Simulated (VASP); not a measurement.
Set up this calculation in VASP 6.6.1, as the native input.

```
Task                   : single point
Functional             : PBEsol
Potentials or basis    : VASP PAW PBE potentials, release 64 (Ru_pv)
Cutoff                 : 520 eV
k mesh                 : 18 × 18 × 10
Occupations            : gaussian, width 0.15 eV
Spin                   : no spin polarisation
Dipole correction      : no
Further INCAR settings : ALGO = Fast; EDIFF = 1e-07; NBANDS = 21
```

The structure of Ru lies in POSCAR:

```
Ru
1.0
    2.6520000000      0.0000000000      0.0000000000
   -1.3260000000      2.2966993709      0.0000000000
    0.0000000000      0.0000000000      4.2523798375
Ru
2
Direct
    0.3333333333      0.6666666667      0.2500000000
    0.6666666667      0.3333333333      0.7500000000
```

The input as run:

INCAR

```
PREC = Accurate
ENCUT = 520
EDIFF = 1E-7
ISMEAR = 0
SIGMA = 0.15
LREAL = False
LASPH = True
NELM = 80
ALGO = Fast
ISIF = 2
LWAVE = False
LCHARG = False
GGA = PS
NBANDS = 21
```

KPOINTS

```
regular mesh
0
Gamma
  18 18 10
```

Potentials or basis: VASP PAW PBE potentials, release 64 (Ru_pv).

Run with:

```bash
$ cat potpaw_PBE.64/Ru_pv/POTCAR > POTCAR
$ mpirun -np 1 vasp_std > vasp.out
```

It gave:

| Property | Result |
| --- | --- |
| Pressure | 10.3 GPa |
| Band gap on the k mesh | zero (band 14 reaches 15.23 eV, above the bottom of band 15 at 11.88 eV) |

Caveat: the PAW data sets were made with another functional, which shifts forces and pressure a little.

Wall time 41 s on 1 thread of Intel(R) Xeon(R) 6975P-C (Granite Rapids), with other jobs on the host, peak memory 0.2 GiB.
